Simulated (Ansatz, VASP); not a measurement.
**Two plane-wave programs on SnO2**

Contents of INCAR:

```
PREC = Accurate ; ENCUT = 520
EDIFF = 1E-6 ; ISMEAR = 0
SIGMA = 0.05 ; LREAL = F
LASPH = T ; NELM = 80
ALGO = Normal ; ISIF = 2
LWAVE = F ; LCHARG = F
GGA = PE ; NBANDS = 20
```

File KPOINTS:

```
regular mesh
0
Gamma
  12 12 12
```

POSCAR

```
SnO2
1.0
    1.6167660720      0.9334403269      4.9182553763
   -1.6167660720      0.9334403269      4.9182553763
    0.0000000000     -1.8668806537      4.9182553763
Sn O
1 2
Direct
    0.5037876728      0.5037876728      0.4924246545
    0.2208307136      0.2208307136      0.2629865953
    0.7510653652      0.7510653652      0.7932212469
```

Input for Ansatz:

```yaml
crystal:
  lattice:
    - [1.616766072, 0.9334403269, 4.9182553763]
    - [-1.616766072, 0.9334403269, 4.9182553763]
    - [0.0, -1.8668806537, 4.9182553763]
  atoms:
    - { symbol: Sn, position: [0.5037876728, 0.5037876728, 0.4924246545] }
    - { symbol: O, position: [0.2208307136, 0.2208307136, 0.2629865953] }
    - { symbol: O, position: [0.7510653652, 0.7510653652, 0.7932212469] }
basis:
  ecutwfc: 520.0
kpoints:
  mp_grid: { grid: [12, 12, 12] }
hamiltonian:
  xc: pbe
  pseudopotentials: { kind: paw, azcp: { folder: soft_1 } }
scf:
  occupations: { method: gaussian, width: 0.05 }
output:
  forces: true
  stress: true
  eigenvalues: true
```

Change from the starting cell: mode 4 frozen in at +0.000 Å and mode 5 at -0.079 Å (largest displacements).

Alike in both runs: task single point; functional PBE; k mesh 12 × 12 × 12; occupations gaussian, width 0.05 eV; no spin polarisation.

|  | VASP | Ansatz |
| --- | --- | --- |
| version | VASP 6.6.1 | Ansatz 0.2.0 |
| potentials or method | VASP PAW PBE potentials, release 64 (Sn_d, O), cutoff 520 eV | scalar-relativistic, plane waves, PAW |
| valence electrons in the cell | 26 | 26 |

|  | VASP | Ansatz | Ansatz less VASP |
| --- | --- | --- | --- |
| gap on the k mesh at the Fermi level (eV) | 2.00 | 2.02 | +0.023 |
| least direct gap on the mesh (eV) | 2.17 | 2.18 | +0.017 |
| pressure (GPa) | 1.6 | 1.0 | -0.58 |
| traceless stress, the component that is largest in VASP (GPa) | -1.00 | -0.98 | +0.020 |
| rms of the force components (eV/Å) | 0.587 | 0.568 | -0.0193 |

Atom by atom the forces differ by 0.032 eV/Å (rms over components). With one functional, cell and mesh, what is left measures potentials, basis and numerics.
